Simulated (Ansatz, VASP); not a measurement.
Be2NiH in VASP and in Ansatz

```xyz
4
Lattice="3.5862 0.0000 0.0000 0.0000 3.5862 0.0000 0.0000 0.0000 2.5405" Properties=species:S:1:pos:R:3 pbc="T T T"
Be    0.0000    1.7931    1.2702
Be    1.7931    0.0000    1.2702
Ni    0.0000    0.0000    0.0000
H     1.7931    1.7931    1.2702
```

Alike in both runs: functional PBE; k mesh 14 × 14 × 18; occupations gaussian, width 0.1 eV; no spin polarisation.

Ansatz relaxed the structure, and its values are those at the end. VASP's run is a single point on that final structure, the one shown.

|  | VASP | Ansatz |
| --- | --- | --- |
| version | VASP 6.6.1 | Ansatz 0.2.0 |
| potentials or method | VASP PAW PBE potentials, release 64 (Be, Ni, H), cutoff 520 eV | scalar-relativistic, plane waves, PAW |
| valence electrons in the cell | 15 | 23 |

|  | VASP | Ansatz | Ansatz less VASP |
| --- | --- | --- | --- |
| gap on the k mesh at the Fermi level (eV) | none | none | - |
| pressure (GPa) | -0.1 | 0.0 | +0.08 |

A gap of «none» marks a metal or a gap that the smearing closes. The functional is the same, so the differences come from potentials, cutoffs and numerics. VASP's potentials hold 15 valence electrons a cell and Ansatz's 23, so a difference there can come from the potentials and not from the codes.
